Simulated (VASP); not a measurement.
# Hf (P6_3/mmc) in VASP: notebook, part 2 of 2

VASP 6.6.1.

## Step 5: Single point, PBEsol (15.55 Å³/atom)

This run uses another cell than the first one, of 15.55 Å³/atom.

The input, INCAR:

```
PREC     = Accurate       # precision mode
ENCUT    = 520            # plane-wave cutoff, eV
EDIFF    = 1E-7           # SCF threshold, eV
ISMEAR   = 0              # smearing method
SIGMA    = 0.05           # smearing width, eV
LREAL    = F              # projectors in reciprocal space
LASPH    = T              # aspherical terms in the spheres
NELM     = 80             # most SCF steps
ALGO     = Fast           # electronic algorithm
ISIF     = 2              # what is computed and relaxed
LWAVE    = F              # write WAVECAR
LCHARG   = F              # write CHGCAR
GGA      = PS             # functional
NBANDS   = 17             # bands
```

The input, KPOINTS:

```
regular mesh
0
Gamma
  18 18 10
```

The input, POSCAR:

```
Hf
1.0
    2.7966096959      0.0000000000      0.0000000000
   -1.3983048480      2.4219350411      0.0000000000
    0.0000000000      0.0000000000      4.5927841110
Hf
2
Direct
    0.3333333333      0.6666666667      0.2500000000
    0.6666666667      0.3333333333      0.7500000000
```

Potentials or basis: VASP PAW PBE potentials, release 64 (Hf_pv).

Run with:

```
$ cat potpaw_PBE.64/Hf_pv/POTCAR > POTCAR
$ mpirun -np 1 vasp_std > vasp.out
```

OUTCAR:

```text
PREC = Accurate
   ENCUT = 520
   EDIFF = 1E-7
   ISMEAR = 0
   LREAL = F
   LASPH = T
   NELM = 80
   ISIF = 2
   GGA = PS

 ion  position               nearest neighbor table
   1  0.333  0.667  0.250-   2 2.81   2 2.81   2 2.81   2 2.81   2 2.81   2 2.81
   2  0.667  0.333  0.750-   1 2.81   1 2.81   1 2.81   1 2.81   1 2.81   1 2.81

  LATTYP: Found a hexagonal cell.
 ALAT       =     2.7966096959
 C/A-ratio  =     1.6422685360

  Lattice vectors:

 A1 = (   2.7966096959,   0.0000000000,   0.0000000000)
 A2 = (  -1.3983048480,   2.4219350411,   0.0000000000)
 A3 = (   0.0000000000,   0.0000000000,   4.5927841110)

Analysis of symmetry for initial positions (statically):
=====================================================================
 Subroutine PRICEL returns:
 Original cell was already a primitive cell.

 Routine SETGRP: Setting up the symmetry group for a
 hexagonal supercell.

 Subroutine GETGRP returns: Found 24 space group operations
 (whereof 12 operations were pure point group operations)
[... 164 lines left out ...]
  free energy    TOTEN  =       -19.12894374 eV

  energy without entropy =      -19.12713413  energy(sigma->0) =      -19.12803894

 E-fermi :   7.5787     XC(G=0): -13.1720

 val. band max:        7.5785509614   @ k =   0.2222  -0.0000   0.3000
 cond. band min:       7.5973599337   @ k =   0.2778   0.2778   0.4000
 fundamental gap:      0.0188089723
 Fermi energy:         7.5786521634

 k-point     1 :       0.0000    0.0000    0.0000
  band No.  band energies     occupation
      1     -23.7644      2.00000
      2     -21.5042      2.00000
      3     -21.5042      2.00000
      4     -21.2526      2.00000
      5     -21.1965      2.00000
      6     -21.1965      2.00000
[... 457 lines left out ...]
      4     -22.2045      2.00000
      5     -21.8337      2.00000
      6     -21.6751      2.00000
[... 9 lines left out ...]
     16      16.3288      0.00000
     17      18.1272      0.00000

 [... further k-points ...]

------------------------ aborting loop because EDIFF is reached ----------------------------------------

  FORCE on cell =-STRESS in cart. coord.  units (eV):
  Direction    XX          YY          ZZ          XY          YZ          ZX
  --------------------------------------------------------------------------------------
  -------------------------------------------------------------------------------------
  Total       12.2779533     12.2779533     12.2307777     -0.0000000      0.0000000      0.0000000
  in kB      632.3626043    632.3626043    629.9328743     -0.0000000      0.0000000      0.0000000
  external PRESSURE =     631.5526943 kB  Pullay stress =       0.0000000 kB

 VOLUME and BASIS-vectors are now :
 -----------------------------------------------------------------------------
  energy-cutoff  :      520.00
  volume of cell :       31.11
      direct lattice vectors                 reciprocal lattice vectors
     2.796609696  0.000000000  0.000000000     0.357575818  0.206446495  0.000000000
    -1.398304848  2.421935041  0.000000000     0.000000000  0.412892990  0.000000000
     0.000000000  0.000000000  4.592784111     0.000000000  0.000000000  0.217732856

 POSITION                                       TOTAL-FORCE (eV/Angst)
 -----------------------------------------------------------------------------------
     -0.00000      1.61462      1.14820        -0.000000     -0.000000      0.000000
      1.39830      0.80731      3.44459         0.000000      0.000000      0.000000
 -----------------------------------------------------------------------------------
    total drift:                               -0.000000      0.000000     -0.000000

  FREE ENERGIE OF THE ION-ELECTRON SYSTEM (eV)
  ---------------------------------------------------
  free  energy   TOTEN  =       -19.1289437449 eV

  energy  without entropy=      -19.1271341301  energy(sigma->0) =      -19.12803894
```

stdout:

```text
POSCAR found type information on POSCAR Hf
 POSCAR found :  1 types and       2 ions
 scaLAPACK will be used
 -----------------------------------------------------------------------------
|                                                                             |
|                                                                             |
|     You enforced a specific xc type in the INCAR file but a different       |
|     I HOPE YOU KNOW WHAT YOU ARE DOING!                                     |
|                                                                             |
 -----------------------------------------------------------------------------

 LDA part: xc-table for (Slater+PW92), standard interpolation
 POSCAR, INCAR and KPOINTS ok, starting setup
 FFT: planning ... GRIDC
 FFT: planning ... GRID_SOFT
 FFT: planning ... GRID
 WAVECAR not read
 entering main loop
```

It took 2.2 min on 1 thread of Intel Xeon 8259CL, shared host; peak memory 0.23 GiB.

Results:

* Free energy: -19.1289 eV
* Pressure: 63.2 GPa
* Band gap on the k mesh: zero (bands 10 and 11 overlap by 1.81 eV)

Stress tensor (GPa, compression positive):
```
63.24  0.00  0.00
 0.00 63.24  0.00
 0.00  0.00 62.99
```

Caveat: the cell stands under pressure; the PAW data sets were made with another functional, which shifts forces and pressure a little; spin-orbit coupling is left out, which moves the levels of the heavy elements.

## Step 6: The runs side by side

| cell | k mesh | further INCAR settings | gap on the mesh (eV) | pressure (GPa) |
| --- | --- | --- | --- | --- |
| a = 2.969, b = 2.969, c = 4.753 Å, angles 90.0, 90.0, 120.0°, 2 atoms | 18 × 18 × 10 | ALGO = Fast; EDIFF = 1e-06; NBANDS = 17 | none | 26.1 |
| a = 3.205, b = 3.205, c = 5.052 Å, angles 90.0, 90.0, 120.0°, 2 atoms | 16 × 16 × 10 | ALGO = Fast; EDIFF = 1e-07; NBANDS = 17 | none | -4.5 |
| a = 3.020, b = 3.020, c = 4.815 Å, angles 90.0, 90.0, 120.0°, 2 atoms | 18 × 18 × 10 | ALGO = Fast; EDIFF = 1e-06; NBANDS = 17 | none | 17.7 |
| a = 2.797, b = 2.797, c = 4.593 Å, angles 90.0, 90.0, 120.0°, 2 atoms | 18 × 18 × 10 | ALGO = Fast; EDIFF = 1e-07; NBANDS = 17 | none | 63.2 |

Alike in all rows: task single point; level PBEsol; potentials or basis VASP PAW PBE potentials, release 64 (Hf_pv); no spin polarisation; cutoff (eV) 520; smearing gaussian 0.05 eV.

Caveats: the PAW data sets were made with another functional, which shifts forces and pressure a little; spin-orbit coupling is left out, which moves the levels of the heavy elements; the cell stands under pressure (at least some runs); the cell stands under tension (at least some runs).

Total energies depend on the potentials used, so only differences within one code and one set of settings carry meaning.

The gap in the log of VASP goes by the Fermi energy; the results here count the filled bands.